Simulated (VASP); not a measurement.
Here is a VASP 6.6.1 calculation.

Contents of INCAR:

```
SYSTEM = Al7Ru8
ALGO = Normal
EDIFF = 1E-6
ENCUT = 520
GGA = PE
ISIF = 2
ISMEAR = -1
LASPH = .True.
LCHARG = .True.
LELF = .True.
LREAL = Auto
LVHAR = .True.
LWAVE = .False.
NBANDS = 80
NELM = 100
PREC = Accurate
SIGMA = 0.1
```

File KPOINTS:

```
k-points
0
Gamma
  2 2 2
  0 0 0
```

Contents of POSCAR:

```
Al7Ru8
1.0
    6.0171100000      0.0000000000      0.0000000000
    0.0000000000      6.0171100000      0.0000000000
    0.0000000000      0.0000000000      6.0171100000
Ru Al
8 7
Direct
    0.2596291243      0.2607633897      0.2532203998
    0.2387785831      0.2399086937      0.7491295655
    0.2596287919      0.7417024120      0.2532117578
    0.2387780845      0.7625566094      0.7491363794
    0.7405781181      0.2607559111      0.2532217294
    0.7614311522      0.2399002179      0.7491282360
    0.7405766223      0.7417083949      0.2532124226
    0.7614304874      0.7625640881      0.7491348837
    0.0001120139      0.0012356430      0.0735361328
    0.0000905750      0.5012208519     -0.0007982237
    0.0001005466      0.5012502680      0.4988142148
    0.5000975551      0.0012451160     -0.0007897479
    0.5000845921      0.0012230124      0.4988062375
    0.5001066957      0.5012313220     -0.0210805520
    0.5001111829      0.5012374711      0.5225776162
```

Potentials or basis: VASP PAW PBE potentials, release 64 (Ru_pv, Al).

Command:

```bash
$ cat potpaw_PBE.64/Ru_pv/POTCAR potpaw_PBE.64/Al/POTCAR > POTCAR
$ mpirun -np 1 vasp_std > vasp.out
```

(1) Estimate the largest force.

(2) Predict the band gap on the k mesh.

(3) Estimate the pressure.

## Answers

(1) 1.871 eV/Å.

(2) zero (an odd number of electrons rules out a gap without spin polarisation).

(3) -6.3 GPa.

Caveat: the k points lie up to 0.52 Å⁻¹ apart, too coarse for converged energies and pressures of a metal.
